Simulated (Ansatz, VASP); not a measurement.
Two plane-wave programs on CdClO

File INCAR:

```
SYSTEM = CdClO
PREC = Accurate ; ENCUT = 520
EDIFF = 1E-6 ; ISMEAR = 1
SIGMA = 0.01 ; LREAL = .False.
LASPH = .True. ; NELM = 60
ALGO = Normal ; ISIF = 2
LWAVE = .False. ; LCHARG = .True.
GGA = PE ; LELF = .True.
LVHAR = .True. ; NBANDS = 34
```

The input KPOINTS:

```
Automatic mesh
0
Gamma
  7 7 3
  0 0 0
```

The input POSCAR:

```
CdClO
1.0
    3.7861908533      0.0000000000      0.0000000000
   -1.8930954267      3.2789373459      0.0000000000
    0.0000000000      0.0000000000      9.4983808045
Cd Cl O
2 2 2
Direct
    0.3333333333      0.6666666667      0.5190610000
    0.6666666667      0.3333333333      0.0190610000
    0.3333333333      0.6666666667      0.8387190000
    0.6666666667      0.3333333333      0.3387190000
    0.0000000000      0.0000000000      0.5792210000
    0.0000000000      0.0000000000      0.0792210000
```

Input for Ansatz:

```yaml
crystal:
  lattice:
    - [3.7861908533259987, 0.0, 0.0]
    - [-1.8930954266629993, 3.278937345860085, 0.0]
    - [0.0, 0.0, 9.498380804468448]
  atoms:
    - { symbol: Cd, position: [0.3333333333333333, 0.6666666666666666, 0.519061] }
    - { symbol: Cd, position: [0.6666666666666666, 0.3333333333333333, 0.019061] }
    - { symbol: Cl, position: [0.3333333333333333, 0.6666666666666666, 0.838719] }
    - { symbol: Cl, position: [0.6666666666666666, 0.3333333333333333, 0.338719] }
    - { symbol: O, position: [0.0, 0.0, 0.579221] }
    - { symbol: O, position: [0.0, 0.0, 0.079221] }
basis:
  ecutwfc: 420.0
kpoints:
  mp_grid:
    grid: [7, 7, 3]
hamiltonian:
  xc: pbe
scf:
  max_iter: 200
  lower_state_search: light
  occupations:
    method: cold
    width: 0.01
output:
  stress: true
```

Alike in both runs: task single point; functional PBE; k mesh 7 × 7 × 3; no spin polarisation.

|  | VASP | Ansatz |
| --- | --- | --- |
| version | VASP 6.6.1 | Ansatz 0.2.0 |
| potentials or method | VASP PAW PBE potentials, release 64 (Cd, Cl, O), cutoff 520 eV | plane waves, PAW |
| occupations | methfessel-paxton of order 1, width 0.01 eV | cold, width 0.01 eV |
| valence electrons in the cell | 50 | 66 |

Ansatz gave:

- pressure (GPa): -1.6
- traceless stress, the component that is largest in VASP (GPa): 1.72

Estimate VASP's values.

pressure (GPa): -1.2; traceless stress, the component that is largest in VASP (GPa): 1.43.

VASP's potentials hold 50 valence electrons a cell and Ansatz's 66, so a difference there can come from the potentials and not from the codes.
